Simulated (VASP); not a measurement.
# Rb3Ba (I4/mmm) in VASP: further runs, part 2 of 2

VASP 6.6.1. The steps go on from the part before.

## 3. Relaxation of cell and atoms, LDA

This run uses another cell than the first one, of 83.79 Å³/atom.

INCAR reads:

```
  PREC = Accurate
  ENCUT = 600
  EDIFF = 1E-6
  ISMEAR = -1
  SIGMA = 0.05
  LREAL = F
  LASPH = T
  NELM = 60
  ALGO = Fast
  ISIF = 3
  LWAVE = F
  LCHARG = F
  IBRION = 2
  NSW = 60
  EDIFFG = -0.01
```

KPOINTS reads:

```
regular mesh
0
Gamma
  6 6 6
```

POSCAR reads:

```
Rb3Ba
1.0
   -3.3714590000      3.3714590000      7.3713480000
    3.3714590000     -3.3714590000      7.3713480000
    3.3714590000      3.3714590000     -7.3713480000
Ba Rb
1 3
Direct
    0.0000000000      0.0000000000      0.0000000000
    0.5000000000      0.5000000000      0.0000000000
    0.2500000000      0.7500000000      0.5000000000
    0.7500000000      0.2500000000      0.5000000000
```

Potentials or basis: VASP PAW LDA potentials, release 64 (Ba_sv, Rb_sv).

The run is started by

```sh
cat potpaw_LDA.64/Ba_sv/POTCAR potpaw_LDA.64/Rb_sv/POTCAR > POTCAR
mpirun -np 1 vasp_std > vasp.out
```

OUTCAR:

```text
PREC = Accurate
   ENCUT = 600
   EDIFF = 1E-6
   ISMEAR = -1
   LREAL = F
   LASPH = T
   NELM = 60
   ISIF = 3
   IBRION = 2
   NSW = 60
   EDIFFG = -0.01

 ion  position               nearest neighbor table
   1  0.000  0.000  0.000-   2 4.77   2 4.77   2 4.77   2 4.77   4 5.00   3 5.00   4 5.00   3 5.00
                             4 5.00   4 5.00   3 5.00   3 5.00
   2  0.500  0.500  0.000-   1 4.77   1 4.77   1 4.77   1 4.77   4 5.00   3 5.00   4 5.00   3 5.00
                             3 5.00   3 5.00   4 5.00   4 5.00
   3  0.250  0.750  0.500-   4 4.77   4 4.77   4 4.77   4 4.77   2 5.00   1 5.00   2 5.00   1 5.00
                             1 5.00   1 5.00   2 5.00   2 5.00
   4  0.750  0.250  0.500-   3 4.77   3 4.77   3 4.77   3 4.77   2 5.00   1 5.00   2 5.00   1 5.00
                             2 5.00   2 5.00   1 5.00   1 5.00

  LATTYP: Found a body centered tetragonal cell.
 ALAT       =     6.7429180000
 C/A-ratio  =     2.1863970465

  Lattice vectors:

 A1 = (  -3.3714590000,   3.3714590000,   7.3713480000)
 A2 = (   3.3714590000,  -3.3714590000,   7.3713480000)
 A3 = (   3.3714590000,   3.3714590000,  -7.3713480000)

Analysis of symmetry for initial positions (statically):
=====================================================================
 Subroutine PRICEL returns:
 Original cell was already a primitive cell.

 Routine SETGRP: Setting up the symmetry group for a
 body centered tetragonal supercell.

 Subroutine GETGRP returns: Found 16 space group operations
 (whereof 16 operations were pure point group operations)
 out of a pool of 16 trial point group operations.

The static configuration has the point symmetry D_4h.

Analysis of symmetry for dynamics (positions and initial velocities):
=====================================================================
 Subroutine PRICEL returns:
 Original cell was already a primitive cell.

 Routine SETGRP: Setting up the symmetry group for a
 body centered tetragonal supercell.

 Subroutine GETGRP returns: Found 16 space group operations
 (whereof 16 operations were pure point group operations)
 out of a pool of 16 trial point group operations.

The dynamic configuration has the point symmetry D_4h.

 Subroutine INISYM returns: Found 16 space group operations
 (whereof 16 operations are pure point group operations),
 and found     1 'primitive' translations

----------------------------------------------------------------------------------------

                                     Primitive cell

  volume of cell :     335.1527

  direct lattice vectors                    reciprocal lattice vectors
    -3.371459000  3.371459000  7.371348000     0.000000000  0.148303746  0.067830199
     3.371459000 -3.371459000  7.371348000     0.148303746  0.000000000  0.067830199
     3.371459000  3.371459000 -7.371348000     0.148303746  0.148303746  0.000000000

  length of vectors
     8.778965937  8.778965937  8.778965937     0.163079542  0.163079542  0.209733169

  position of ions in fractional coordinates (direct lattice)
     0.000000000  0.000000000  0.000000000
     0.500000000  0.500000000  0.000000000
     0.250000000  0.750000000  0.500000000
     0.750000000  0.250000000  0.500000000

  ion indices of the primitive-cell ions
   primitive index   ion index
                 1           1
                 2           2
                 3           3
[... 34 lines left out ...]
  0.166667  0.166667  0.000000      8.000000
  0.333333  0.166667  0.000000     16.000000
[... 16 lines left out ...]
 -0.333333 -0.333333  0.166667      8.000000
 -0.166667 -0.333333  0.166667      8.000000
 [... further k-points ...]
   k-points           NKPTS =     30   k-points in BZ     NKDIM =     30   number of bands    NBANDS=     22
   number of dos      NEDOS =    301   number of ions     NIONS =      4
   total plane-waves  NPLWV = 343000
   dimension x,y,z NGX =    70 NGY =   70 NGZ =   70
   dimension x,y,z NGXF=   140 NGYF=  140 NGZF=  140
   ions per type =               1   3
   NGX,Y,Z   is equivalent  to a cutoff of  13.26, 13.26, 13.26 a.u.
   NGXF,Y,Z  is equivalent  to a cutoff of  26.51, 26.51, 26.51 a.u.
 SYSTEM =  unknown system
   PREC   = accura    normal or accurate (medium, high low for compatibility)
   ISTART =      0    job   : 0-new  1-cont  2-samecut
   ICHARG =      2    charge: 1-file 2-atom 10-const
   ISPIN  =      1    spin polarized calculation?
   LNONCOLLINEAR =      F non collinear calculations
   LSORBIT =      F    spin-orbit coupling
   LASPH  =      T    aspherical Exc in radial PAW
   ENCUT  =  600.0 eV  44.10 Ry    6.64 a.u.  17.53 17.53 17.53*2*pi/ulx,y,z
   NELM   =     60;   NELMIN=  2; NELMDL= -5     # of ELM steps
   EDIFF  = 0.1E-05   stopping-criterion for ELM
   LREAL  =      F    real-space projection
   EDIFFG = -.1E-01   stopping-criterion for IOM
   NSW    =     60    number of steps for IOM
   IBRION =      2    ionic relax: 0-MD 1-quasi-New 2-CG
   NFREE  =      1    steps in history (QN), initial steepest desc. (CG)
   ISIF   =      3    stress and relaxation
   ISYM   =      2    0-nonsym 1-usesym 2-fastsym
   POTIM  = 0.5000    time-step for ionic-motion
   TEBEG  =    0.0;   TEEND  =   0.0 temperature during run
   PSTRESS=    0.0 pullay stress
   NELECT =      37.0000    total number of electrons
   NUPDOWN=      -1.0000    fix difference up-down
   EMIN   =  10.00;   EMAX   =-10.00  energy-range for DOS
   EFERMI =   0.00;   METHOD = LEGACY
   ISMEAR =    -1;   SIGMA  =   0.05  broadening in eV -4-tet -1-fermi 0-gaus
   EFERMI_NEDOS =   21; number of points for ismear=-14 and -15
   IALGO  =     68    algorithm
   IMIX   =      4    mixing-type and parameters
     AMIX     =   0.40;   BMIX     =  1.00
     AMIX_MAG =   1.60;   BMIX_MAG =  1.00
  volume/ion in A,a.u.               =      83.79       565.43
  Fermi-wavevector in a.u.,A,eV,Ry     =   0.785346  1.484089  8.391648  0.616769
  Thomas-Fermi vector in A             =   1.889664
   LORBIT       =      0    0 simple, 1 ext, 2 COOP (PROOUT), +10 PAW based schemes
   GGA     = CA    functional components
   LHFCALC =     F    Hartree Fock is set to
   AEXX    =    0.0000 exact exchange contribution
   IVDW    =     0    specifies the selected vdW correction
   LEPSILON=     F    determine dielectric tensor
   LRPA    =     F    only Hartree local field effects (RPA)
 conjugate gradient relaxation of ions
 non-spin polarized calculation
 RMM-DIIS sequential band-by-band and
  energy-cutoff  :      600.00
  volume of cell :      335.15
 maximum number of plane-waves:     11229
   NGX = 35   NGY = 35   NGZ = 35

--------------------------------------- Ionic step        1  -------------------------------------------

 number of electron      37.0000000 magnetization

 Free energy of the ion-electron system (eV)
  ---------------------------------------------------
  ext. energy  EPLUGINS =         0.00000000
  ---------------------------------------------------
  free energy    TOTEN  =        -4.75818553 eV

  energy without entropy =       -4.70846344  energy(sigma->0) =       -4.73332449

------------------------ aborting loop because EDIFF is reached ----------------------------------------

  FORCE on cell =-STRESS in cart. coord.  units (eV):
  Direction    XX          YY          ZZ          XY          YZ          ZX
  --------------------------------------------------------------------------------------
  -------------------------------------------------------------------------------------
  Total       -1.1716168     -1.1716168     -1.3209470      0.0000000      0.0000000      0.0000000
  in kB       -5.6008442     -5.6008442     -6.3147086      0.0000000      0.0000000      0.0000000
  external PRESSURE =      -5.8387990 kB  Pullay stress =       0.0000000 kB
[... 253 lines left out ...]
--------------------------------------- Ionic step        8  -------------------------------------------

 number of electron      37.0000000 magnetization

 Free energy of the ion-electron system (eV)
  ---------------------------------------------------
  ext. energy  EPLUGINS =         0.00000000
  ---------------------------------------------------
  free energy    TOTEN  =        -4.86789387 eV

  energy without entropy =       -4.82020303  energy(sigma->0) =       -4.84404845

 E-fermi :   0.5049     XC(G=0):  -6.5960

 val. band max:        0.5033288124   @ k =  -0.3333  -0.3333   0.1667
 cond. band min:       0.5120845449   @ k =   0.1667  -0.0000   0.0000
 fundamental gap:      0.0087557325
 Fermi energy:         0.5048614459

 k-point     1 :       0.0000    0.0000    0.0000
  band No.  band energies     occupation
      1     -29.1874      2.00000
      2     -27.8652      2.00000
      3     -27.8535      2.00000
      4     -27.8019      2.00000
      5     -14.3592      2.00000
      6     -14.3383      2.00000
[... 589 lines left out ...]
     21       1.2372      0.00000
     22       1.3455      0.00000

 [... further k-points ...]
[... 5 lines left out ...]
  --------------------------------------------------------------------------------------
  -------------------------------------------------------------------------------------
  Total        0.0088242      0.0088242     -0.0258441      0.0000000      0.0000000     -0.0000000
  in kB        0.0499442      0.0499442     -0.1462746      0.0000000      0.0000000     -0.0000000
  external PRESSURE =      -0.0154621 kB  Pullay stress =       0.0000000 kB
[... 19 lines left out ...]
  FREE ENERGIE OF THE ION-ELECTRON SYSTEM (eV)
  ---------------------------------------------------
  free  energy   TOTEN  =        -4.8678938695 eV

  energy  without entropy=       -4.8202030339  energy(sigma->0) =       -4.84404845

 reached required accuracy - stopping structural energy minimisation
```

CONTCAR:

```text
Rb3Ba
   1.00000000000000
    -3.2197265017088541    3.2197265017088541    6.8265965672041427
     3.2197265017088541   -3.2197265017088541    6.8265965672041427
     3.2197265017088541    3.2197265017088541   -6.8265965672041427
  Ba              Rb
     1     3
Direct
     1.0000000000000000    1.0000000000000000    1.0000000000000000
     0.5000000000000000    0.5000000000000000    1.0000000000000000
     0.2500000000000000    0.7500000000000000    0.5000000000000000
     0.7500000000000000    0.2500000000000000    0.5000000000000000

  0.00000000E+00  0.00000000E+00  0.00000000E+00
  0.00000000E+00  0.00000000E+00  0.00000000E+00
  0.00000000E+00  0.00000000E+00  0.00000000E+00
  0.00000000E+00  0.00000000E+00  0.00000000E+00
```

Run time: 35 min. Hardware: 1 thread of Intel Xeon 6975P-C (Granite Rapids), shared host; peak memory 0.67 GiB.

What came out:

* Free energy: -4.8679 eV
* Relaxed volume: 70.77 Å³/atom
* Relaxed cell: a = 8.206 Å, b = 8.206 Å, c = 8.206 Å, α = 133.80°, β = 133.80°, γ = 67.41°
* Space group after relaxing (to 0.1 Å): I4/mmm (No. 139)
* Energy gained by relaxing: 27.4 meV/atom
* Ionic steps: 8
* Pressure after relaxing: 0.0 GPa
* Band gap on the k mesh: zero (an odd number of electrons rules out a gap without spin polarisation)

Step by step:
| step | energy change (eV) | largest force (eV/Å) | pressure (GPa) | volume (Å³) |
| --- | --- | --- | --- | --- |
| 1 | 0.0000 | 0.0000 | -0.58 | 335.15 |
| 2 | -0.0481 | 0.0000 | -0.47 | 320.56 |
| 3 | -0.1049 | 0.0000 | -0.13 | 291.35 |
| 4 | -0.1084 | 0.0000 | 0.01 | 282.06 |
| 5 | -0.1084 | 0.0000 | -0.01 | 283.06 |
| 6 | -0.1086 | 0.0000 | 0.00 | 283.07 |
| 7 | -0.1091 | 0.0000 | 0.00 | 283.08 |
| 8 | -0.1097 | 0.0000 | 0.00 | 283.08 |

Final structure:
```xyz
4
Lattice="-3.2197 3.2197 6.8266 3.2197 -3.2197 6.8266 3.2197 3.2197 -6.8266" Properties=species:S:1:pos:R:3 pbc="T T T"
Ba    3.2197    3.2197    6.8266
Rb    3.2197    3.2197    0.0000
Rb    3.2197    0.0000    3.4133
Rb    0.0000    3.2197    3.4133
```

Caveat: the volume moved by over 15 % at a fixed basis, so the end points are rough; spin-orbit coupling is left out, which moves the levels of the heavy elements.
